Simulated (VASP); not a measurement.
# Pd (Pm-3m) in VASP: single point with PBEsol

Aim: the single point of Pd with PBEsol.

All numbers are computed with VASP 6.6.1; they aren't measurements. Logs are shortened: lines on timing, memory, paths and dates and some standing lists are left out, and cuts for length are marked.

**1. The cell of the first run**

The structure is cubic, space group Pm-3m (No. 221). The conventional cell has a = 4.090 Å, b = 4.090 Å, c = 4.090 Å, α = 90.00°, β = 90.00°, γ = 90.00°. Pd (site symmetry 4/mmm) has 8 Pd at 2.89 Å within 3.8 Å.

This isn't the form of Pd at room conditions, which is fcc.

**2. Single point, PBEsol**

The input, INCAR:

```
SYSTEM = Pd
PREC = Accurate ; ENCUT = 500
EDIFF = 1E-6 ; ISMEAR = 1
SIGMA = 0.1 ; LREAL = .FALSE.
LASPH = .TRUE. ; NELM = 120
ALGO = Normal ; ISIF = 2
LWAVE = .FALSE. ; LCHARG = .TRUE.
GGA = PS ; LELF = .TRUE.
LVHAR = .TRUE. ; NBANDS = 22
GGA_COMPAT = .FALSE.
```

The input, KPOINTS:

```
Automatic mesh
0
G
  6 6 6
  0 0 0
```

The input, POSCAR:

```
Pd
1.0
    4.0900000000      0.0000000000      0.0000000000
    0.0000000000      4.0900000000      0.0000000000
    0.0000000000      0.0000000000      4.0900000000
Pd
3
Direct
    0.0000000000      0.5000000000      0.5000000000
    0.5000000000      0.0000000000      0.5000000000
    0.5000000000      0.5000000000      0.0000000000
```

Potentials or basis: VASP PAW PBE potentials, release 64 (Pd).

Run with:

```console
cat potpaw_PBE.64/Pd/POTCAR > POTCAR
mpirun -np 1 vasp_std > vasp.out
```

OUTCAR:

```text
SYSTEM = Pd
   PREC = Accurate
   ENCUT = 500
   EDIFF = 1E-6
   ISMEAR = 1
   LREAL = .FALSE.
   LASPH = .TRUE.
   NELM = 120
   ISIF = 2
   GGA = PS

 ion  position               nearest neighbor table
   1  0.000  0.500  0.500-   2 2.89   3 2.89   3 2.89   2 2.89   2 2.89   3 2.89   3 2.89   2 2.89

   2  0.500  0.000  0.500-   1 2.89   3 2.89   3 2.89   1 2.89   3 2.89   3 2.89   1 2.89   1 2.89

   3  0.500  0.500  0.000-   1 2.89   2 2.89   1 2.89   2 2.89   2 2.89   2 2.89   1 2.89   1 2.89

  LATTYP: Found a simple cubic cell.
 ALAT       =     4.0900000000

  Lattice vectors:

 A1 = (   4.0900000000,   0.0000000000,   0.0000000000)
 A2 = (   0.0000000000,   4.0900000000,   0.0000000000)
 A3 = (   0.0000000000,   0.0000000000,   4.0900000000)

Analysis of symmetry for initial positions (statically):
=====================================================================
 Subroutine PRICEL returns:
 Original cell was already a primitive cell.

 Routine SETGRP: Setting up the symmetry group for a
 simple cubic supercell.

 Subroutine GETGRP returns: Found 48 space group operations
 (whereof 48 operations were pure point group operations)
 out of a pool of 48 trial point group operations.

The static configuration has the point symmetry O_h .

Analysis of symmetry for dynamics (positions and initial velocities):
=====================================================================
 Subroutine PRICEL returns:
 Original cell was already a primitive cell.

 Routine SETGRP: Setting up the symmetry group for a
 simple cubic supercell.

 Subroutine GETGRP returns: Found 48 space group operations
 (whereof 48 operations were pure point group operations)
 out of a pool of 48 trial point group operations.

The dynamic configuration has the point symmetry O_h .

 Subroutine INISYM returns: Found 48 space group operations
 (whereof 48 operations are pure point group operations),
 and found     1 'primitive' translations

----------------------------------------------------------------------------------------

                                     Primitive cell

  volume of cell :      68.4179

  direct lattice vectors                    reciprocal lattice vectors
     4.090000000  0.000000000  0.000000000     0.244498778  0.000000000  0.000000000
     0.000000000  4.090000000  0.000000000     0.000000000  0.244498778  0.000000000
     0.000000000  0.000000000  4.090000000     0.000000000  0.000000000  0.244498778

  length of vectors
     4.090000000  4.090000000  4.090000000     0.244498778  0.244498778  0.244498778

  position of ions in fractional coordinates (direct lattice)
     0.000000000  0.500000000  0.500000000
     0.500000000  0.000000000  0.500000000
     0.500000000  0.500000000  0.000000000

  ion indices of the primitive-cell ions
   primitive index   ion index
                 1           1
                 2           2
                 3           3

----------------------------------------------------------------------------------------

 KPOINTS: Automatic mesh

Automatic generation of k-mesh.
 Grid dimensions read from file:
 generate k-points for:    6    6    6

 Generating k-lattice:

  Cartesian coordinates                     Fractional coordinates (reciprocal lattice)
     0.040749796  0.000000000  0.000000000     0.166666667  0.000000000  0.000000000
     0.000000000  0.040749796  0.000000000     0.000000000  0.166666667  0.000000000
     0.000000000  0.000000000  0.040749796     0.000000000  0.000000000  0.166666667

  Length of vectors
     0.040749796  0.040749796  0.040749796

  Shift w.r.t. Gamma in fractional coordinates (k-lattice)
     0.000000000  0.000000000  0.000000000

 Subroutine IBZKPT returns following result:
 ===========================================

 Found     20 irreducible k-points:

 Following reciprocal coordinates:
            Coordinates               Weight
  0.000000  0.000000  0.000000      1.000000
  0.166667  0.000000  0.000000      6.000000
  0.333333  0.000000  0.000000      6.000000
  0.500000  0.000000  0.000000      3.000000
  0.166667  0.166667  0.000000     12.000000
  0.333333  0.166667  0.000000     24.000000
[... 12 lines left out ...]
  0.500000  0.500000  0.333333      6.000000
  0.500000  0.500000  0.500000      1.000000
   k-points           NKPTS =     20   k-points in BZ     NKDIM =     20   number of bands    NBANDS=     22
   number of dos      NEDOS =    301   number of ions     NIONS =      3
   total plane-waves  NPLWV =  27000
   dimension x,y,z NGX =    30 NGY =   30 NGZ =   30
   dimension x,y,z NGXF=    60 NGYF=   60 NGZF=   60
   ions per type =               3
   NGX,Y,Z   is equivalent  to a cutoff of  12.19, 12.19, 12.19 a.u.
   NGXF,Y,Z  is equivalent  to a cutoff of  24.39, 24.39, 24.39 a.u.
 SYSTEM =  Pd
   PREC   = accura    normal or accurate (medium, high low for compatibility)
   ISTART =      0    job   : 0-new  1-cont  2-samecut
   ICHARG =      2    charge: 1-file 2-atom 10-const
   ISPIN  =      1    spin polarized calculation?
   LNONCOLLINEAR =      F non collinear calculations
   LSORBIT =      F    spin-orbit coupling
   LASPH  =      T    aspherical Exc in radial PAW
   ENCUT  =  500.0 eV  36.75 Ry    6.06 a.u.   7.46  7.46  7.46*2*pi/ulx,y,z
   NELM   =    120;   NELMIN=  2; NELMDL= -5     # of ELM steps
   EDIFF  = 0.1E-05   stopping-criterion for ELM
   LREAL  =      F    real-space projection
   EDIFFG = 0.1E-04   stopping-criterion for IOM
   NSW    =      0    number of steps for IOM
   IBRION =     -1    ionic relax: 0-MD 1-quasi-New 2-CG
   NFREE  =      0    steps in history (QN), initial steepest desc. (CG)
   ISIF   =      2    stress and relaxation
   ISYM   =      2    0-nonsym 1-usesym 2-fastsym
   POTIM  = 0.5000    time-step for ionic-motion
   TEBEG  =    0.0;   TEEND  =   0.0 temperature during run
   PSTRESS=    0.0 pullay stress
   NELECT =      30.0000    total number of electrons
   NUPDOWN=      -1.0000    fix difference up-down
   EMIN   =  10.00;   EMAX   =-10.00  energy-range for DOS
   EFERMI =   0.00;   METHOD = LEGACY
   ISMEAR =     1;   SIGMA  =   0.10  broadening in eV -4-tet -1-fermi 0-gaus
   EFERMI_NEDOS =   21; number of points for ismear=-14 and -15
   IALGO  =     38    algorithm
   IMIX   =      4    mixing-type and parameters
     AMIX     =   0.40;   BMIX     =  1.00
     AMIX_MAG =   1.60;   BMIX_MAG =  1.00
  volume/ion in A,a.u.               =      22.81       153.90
  Fermi-wavevector in a.u.,A,eV,Ry     =   1.243728  2.350304 21.046286  1.546858
  Thomas-Fermi vector in A             =   2.378026
   LORBIT       =      0    0 simple, 1 ext, 2 COOP (PROOUT), +10 PAW based schemes
   GGA     = PS    functional components
   LHFCALC =     F    Hartree Fock is set to
   AEXX    =    0.0000 exact exchange contribution
   IVDW    =     0    specifies the selected vdW correction
   LEPSILON=     F    determine dielectric tensor
   LRPA    =     F    only Hartree local field effects (RPA)
 non-spin polarized calculation
 Methfessel and Paxton  Order N= 1 SIGMA  =   0.10
  energy-cutoff  :      500.00
  volume of cell :       68.42
 maximum number of plane-waves:      1755
 NGX is ok and might be reduce to    30
   NGX = 15   NGY = 15   NGZ = 15

 number of electron      30.0000021 magnetization

 Free energy of the ion-electron system (eV)
  ---------------------------------------------------
  ext. energy  EPLUGINS =         0.00000000
  ---------------------------------------------------
  free energy    TOTEN  =       -15.07323946 eV

  energy without entropy =      -15.07062202  energy(sigma->0) =      -15.07236698

 E-fermi :   4.0085     XC(G=0): -10.6595

 val. band max:        4.0082455892   @ k =   0.5000   0.5000   0.3333
 cond. band min:       4.0354087103   @ k =   0.3333   0.3333   0.1667
 fundamental gap:      0.0271631210
 Fermi energy:         4.0085006439

 k-point     1 :       0.0000    0.0000    0.0000
  band No.  band energies     occupation
      1      -1.0063      2.00000
      2       0.5518      2.00000
      3       0.8043      2.00000
      4       0.8043      2.00000
      5       0.8043      2.00000
      6       1.2736      2.00000
[... 14 lines left out ...]
     21      12.9484      0.00000
     22      14.4461      0.00000

 k-point     2 :       0.1667    0.0000    0.0000
  band No.  band energies     occupation
      1      -0.7554      2.00000
      2       0.7248      2.00000
      3       0.8478      2.00000
      4       0.9411      2.00000
      5       0.9411      2.00000
      6       1.3146      2.00000
[... 14 lines left out ...]
     21      13.8317      0.00000
     22      15.4724      0.00000

 k-point     3 :       0.3333    0.0000    0.0000
  band No.  band energies     occupation
      1      -0.1360      2.00000
      2       0.9423      2.00000
      3       1.0726      2.00000
      4       1.3397      2.00000
      5       1.3397      2.00000
      6       1.5869      2.00000
[... 14 lines left out ...]
     21      14.0793      0.00000
     22      15.1191      0.00000

 k-point     4 :       0.5000    0.0000    0.0000
  band No.  band energies     occupation
      1       0.2699      2.00000
      2       0.9943      2.00000
      3       1.1746      2.00000
      4       1.8289      2.00000
      5       1.8289      2.00000
      6       2.1285      2.00000
[... 14 lines left out ...]
     21      13.9901      0.00000
     22      14.0537      0.00000

 k-point     5 :       0.1667    0.1667    0.0000
  band No.  band energies     occupation
      1      -0.5199      2.00000
      2       0.8950      2.00000
      3       0.9089      2.00000
      4       1.0520      2.00000
      5       1.0593      2.00000
      6       1.4154      2.00000
[... 317 lines left out ...]
 k-point    18 :       0.5000    0.3333    0.3333
  band No.  band energies     occupation
      1       0.6291      2.00000
      2       0.8584      2.00000
      3       1.0480      2.00000
      4       1.3237      2.00000
      5       1.8902      2.00000
      6       1.9729      2.00000
[... 14 lines left out ...]
     21      10.8715      0.00000
     22      12.4149      0.00000

 k-point    19 :       0.5000    0.5000    0.3333
  band No.  band energies     occupation
      1       0.7401      2.00000
      2       0.7404      2.00000
      3       0.7404      2.00000
      4       1.1968      2.00000
      5       1.9838      2.00000
      6       1.9838      2.00000
[... 14 lines left out ...]
     21      10.7423      0.00000
     22      10.7423      0.00000

 k-point    20 :       0.5000    0.5000    0.5000
  band No.  band energies     occupation
      1       0.6187      2.00000
      2       0.6187      2.00000
      3       0.6187      2.00000
      4       1.0645      2.00000
      5       1.9915      2.00000
      6       1.9915      2.00000
[... 14 lines left out ...]
     21       9.7508      0.00000
     22       9.7508      0.00000

------------------------ aborting loop because EDIFF is reached ----------------------------------------

  FORCE on cell =-STRESS in cart. coord.  units (eV):
  Direction    XX          YY          ZZ          XY          YZ          ZX
  --------------------------------------------------------------------------------------
  -------------------------------------------------------------------------------------
  Total       -8.6036472     -8.6036472     -8.6036472      0.0000000     -0.0000000      0.0000000
  in kB     -201.4759685   -201.4759685   -201.4759685      0.0000000     -0.0000000      0.0000000
  external PRESSURE =    -201.4759685 kB  Pullay stress =       0.0000000 kB

 VOLUME and BASIS-vectors are now :
 -----------------------------------------------------------------------------
  energy-cutoff  :      500.00
  volume of cell :       68.42
      direct lattice vectors                 reciprocal lattice vectors
     4.090000000  0.000000000  0.000000000     0.244498778  0.000000000  0.000000000
     0.000000000  4.090000000  0.000000000     0.000000000  0.244498778  0.000000000
     0.000000000  0.000000000  4.090000000     0.000000000  0.000000000  0.244498778

 POSITION                                       TOTAL-FORCE (eV/Angst)
 -----------------------------------------------------------------------------------
      0.00000      2.04500      2.04500         0.000000      0.000000      0.000000
      2.04500      0.00000      2.04500         0.000000      0.000000      0.000000
      2.04500      2.04500      0.00000         0.000000      0.000000      0.000000
 -----------------------------------------------------------------------------------
    total drift:                                0.000000      0.000000     -0.000000

  FREE ENERGIE OF THE ION-ELECTRON SYSTEM (eV)
  ---------------------------------------------------
  free  energy   TOTEN  =       -15.0732394630 eV

  energy  without entropy=      -15.0706220234  energy(sigma->0) =      -15.07236698
```

It took 43 s on 1 thread of Intel Xeon 8259CL, shared host; peak memory 0.17 GiB.

What came out:

```yaml
Free_energy: -15.0732 eV
Pressure: -20.1 GPa
Band_gap_on_the_k_mesh: zero (bands 15 and 16 overlap by 0.70 eV)
```

Caveat: the cell stands under tension; the PAW data sets were made with another functional, which shifts forces and pressure a little.
